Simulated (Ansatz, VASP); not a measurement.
One calculation of CaS, two programs

The input INCAR:

```
SYSTEM = CaS
ALGO = Normal
EDIFF = 1E-6
ENCUT = 500
GGA = PS
GGA_COMPAT = .False.
ISIF = 2
ISMEAR = -4
LASPH = .True.
LCHARG = .False.
LREAL = .False.
LWAVE = .False.
NBANDS = 15
NELM = 120
PREC = Accurate
SIGMA = 0.05
```

File KPOINTS:

```
k-points
0
Gamma
  8 8 8
  0 0 0
```

POSCAR

```
CaS
1.0
    0.0000000000      2.7008500000      2.7008500000
    2.7008500000      0.0000000000      2.7008500000
    2.7008500000      2.7008500000      0.0000000000
Ca S
1 1
Direct
    0.0000000000      0.0000000000      0.0000000000
    0.5000000000      0.5000000000      0.5000000000
```

Input for Ansatz:

```yaml
crystal:
  lattice:
    - [0.0, 2.70085, 2.70085]
    - [2.70085, 0.0, 2.70085]
    - [2.70085, 2.70085, 0.0]
  atoms:
    - { symbol: Ca, position: [0.0, 0.0, 0.0] }
    - { symbol: S, position: [0.5, 0.5, 0.5] }
basis:
  ecutwfc: "36.7 Ry"
  xc_grid: 1
kpoints:
  mp_grid: { grid: [8, 8, 8] }
hamiltonian:
  xc: pbesol
scf:
  occupations: { method: tetrahedron_uncorrected }
output:
  forces: true
  eigenvalues: true
  stress: true
```

Alike in both runs: task single point; functional PBEsol; k mesh 8 × 8 × 8; no spin polarisation.

|  | VASP | Ansatz |
| --- | --- | --- |
| version | VASP 6.6.1 | Ansatz 0.2.0 |
| potentials or method | VASP PAW PBE potentials, release 64 (Ca_sv, S), cutoff 500 eV | scalar-relativistic, plane waves, PAW |
| occupations | tetrahedron | tetrahedron-uncorrected |
| valence electrons in the cell | 16 | 16 |

```tsv
	VASP	Ansatz	Ansatz less VASP
gap on the k mesh at the Fermi level (eV)	1.77	1.77	+0.009
pressure (GPa)	10.4	10.1	-0.32
```

VASP's potentials were made for PBE, not for PBEsol. Ansatz's warnings: band table not solved further.
